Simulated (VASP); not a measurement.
Write the native input for VASP 6.6.1 that does the following.

- Task: single point
- Functional: LDA
- Potentials or basis: VASP PAW LDA potentials, release 64 (Sc_sv)
- Cutoff: 520 eV
- k mesh: 10 × 10 × 10
- Occupations: fermi-dirac, width 0.025 eV
- Spin: collinear spin, ferromagnetic start
- Starting moments: [1.02] μB
- Hubbard terms: Sc d U = 3.0 eV
- Dipole correction: no
- Further INCAR settings: ALGO = Normal; EDIFF = 1e-06; NBANDS = 16

The structure of Sc lies in POSCAR:

```
Sc
1.0
   -1.9299025810      1.9299025810      1.7289781858
    1.9299025810     -1.9299025810      1.7289781858
    1.9299025810      1.9299025810     -1.7289781858
Sc
1
Direct
    0.0000000000      0.0000000000      0.0000000000
```

This cell differs from its parent crystal: volume scaled by 1.02.

One way to write it, as run:

INCAR

```
PREC = Accurate
ENCUT = 520
EDIFF = 1E-6
ISMEAR = -1
SIGMA = 0.025
LREAL = F
LASPH = T
NELM = 150
ALGO = Normal
ISIF = 2
LWAVE = F
LCHARG = F
ISPIN = 2
MAGMOM = 1.02
LORBIT = 11
LMAXMIX = 4
LDAU = T
LDAUTYPE = 2
LDAUL = 2
LDAUU = 3
LDAUJ = 0
LDAUPRINT = 1
NBANDS = 16
```

KPOINTS

```
Automatic mesh
0
Gamma
  10 10 10
```

Potentials or basis: VASP PAW LDA potentials, release 64 (Sc_sv).

Command:

```bash
$ cat potpaw_LDA.64/Sc_sv/POTCAR > POTCAR
$ mpirun -np 1 vasp_std > vasp.out
```

It gave:

| Item | Value |
| --- | --- |
| Pressure | -1.5 GPa |
| Net moment | 0.09 μB per cell |
| Site moments | Sc +0.05 μB |
| Valence electrons inside the program's atomic spheres | Sc 9.23 |

Caveat: the U is typed as a test and isn't derived for this compound.

It took 30 s on 1 thread of Intel(R) Xeon(R) Platinum 8375C CPU @ 2.90GHz (Ice Lake), with other jobs on the host, peak memory 0.17 GiB.
